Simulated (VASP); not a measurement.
# Hf: single point with LDA

The system is Hf.

```
CELL_PARAMETERS angstrom
2.82327 0.00000 0.00000
0.00000 2.82327 0.00000
0.00000 0.00000 2.82327
ATOMIC_POSITIONS crystal
Hf 0.00000 0.00000 0.00000
```

```json
{
  "Program": "VASP 6.6.1",
  "Task": "single point",
  "Functional": "LDA",
  "Potentials or basis": "VASP PAW LDA potentials, release 64 (Hf_pv)",
  "Cutoff": "520 eV",
  "k mesh": "7 × 7 × 7",
  "Occupations": "fermi-dirac, width 0.05 eV",
  "Spin": "no spin polarisation",
  "Dipole correction": "no",
  "Further INCAR settings": "ALGO = Normal; EDIFF = 1e-06; NBANDS = 11"
}
```

```json
{
 "Pressure": "-0.1 GPa",
 "Band gap on the k mesh": "zero (band 5 reaches 5.01 eV, above the bottom of band 6 at 2.59 eV)"
}
```

Levels at points of the mesh, in eV from the Fermi level:
```csv
k point,band 3,band 4,band 5,band 6,band 7,band 8
"(0.00, 0.00, 0.00)",-29.41,-6.57,-1.58,-1.58,7.17,7.17
```

Wall time 6 s on 1 thread of Intel Xeon 8259CL (shared host), peak memory 0.13 GiB.

Caveat: spin-orbit coupling is left out, which moves the levels of the heavy elements.
